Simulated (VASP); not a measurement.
A run of VASP 6.6.1 is set up as follows.

The input INCAR:

```
SYSTEM = SnTe
  PREC = Accurate
  ENCUT = 520
  EDIFF = 1E-6
  ISMEAR = -1
  SIGMA = 0.02
  LREAL = .FALSE.
  LASPH = .TRUE.
  NELM = 60
  ALGO = Normal
  ISIF = 2
  LWAVE = .FALSE.
  LCHARG = .TRUE.
  GGA = PE
  LELF = .TRUE.
  LVHAR = .TRUE.
  NBANDS = 28
```

Contents of KPOINTS:

```
Automatic mesh
0
G
  6 6 4
  0 0 0
```

The input POSCAR:

```
SnTe
1.0
    5.3879010630      0.0000000000      0.0000000000
   -2.6939505315      4.6660591936      0.0000000000
    0.0000000000      0.0000000000      6.4239308324
Sn Te
2 2
Direct
    0.3333333333      0.6666666667      0.2500000000
    0.6666666667      0.3333333333      0.7500000000
    0.6666666667      0.3333333333      0.2500000000
    0.3333333333      0.6666666667      0.7500000000
```

Potentials or basis: VASP PAW PBE potentials, release 64 (Sn_d, Te).

Launch:

```bash
$ cat potpaw_PBE.64/Sn_d/POTCAR potpaw_PBE.64/Te/POTCAR > POTCAR
$ mpirun -np 1 vasp_std > vasp.out
```

Problem. Estimate the band gap on the k mesh.

Solution. 0.44 eV.

Problem. What does it give for the pressure?

Solution. 0.6 GPa.

Stress tensor (GPa, compression positive):
```
0.58 0.00 0.00
0.00 0.58 0.00
0.00 0.00 0.74
```

Caveat: spin-orbit coupling is left out, which moves the levels of the heavy elements. A k mesh can miss the band edges.
